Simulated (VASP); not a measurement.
A run of VASP 6.6.1:

Contents of INCAR:

```
SYSTEM = Si2TeS3
PREC = Accurate ; ENCUT = 520
EDIFF = 1E-6 ; ISMEAR = 0
SIGMA = 0.1 ; LREAL = .FALSE.
LASPH = .TRUE. ; NELM = 100
ALGO = Normal ; ISIF = 2
LWAVE = .FALSE. ; LCHARG = .TRUE.
GGA = PE ; LELF = .TRUE.
LVHAR = .TRUE. ; NBANDS = 25
```

KPOINTS

```
regular mesh
0
G
  12 12 8
  0 0 0
```

Contents of POSCAR:

```
Si2TeS3
1.0
    5.1991611108      0.0000000000      0.0000000000
   -2.5995805554      4.5026056003      0.0000000000
    0.0000000000      0.0000000000      4.8994519302
Si Te S
2 1 3
Direct
    0.3333333333      0.6666666667      0.0000000000
    0.6666666667      0.3333333333      0.0000000000
    0.0000000000      0.0000000000      0.0000000000
    0.5000000000      0.0000000000      0.5000000000
    0.0000000000      0.5000000000      0.5000000000
    0.5000000000      0.5000000000      0.5000000000
```

Potentials or basis: VASP PAW PBE potentials, release 64 (Si, Te, S).

Command:

```bash
$ cat potpaw_PBE.64/Si/POTCAR potpaw_PBE.64/Te/POTCAR potpaw_PBE.64/S/POTCAR > POTCAR
$ mpirun -np 1 vasp_std > vasp.out
```

Hardware: 1 thread of Intel Xeon 8259CL, on a shared host.

**Question.** How long does it take, and how much memory?

**Answer.** Wall time 5.4 min on 1 thread of Intel Xeon 8259CL, on a shared host, peak memory 0.4 GiB. Counts: scf iterations 12, k points 95.
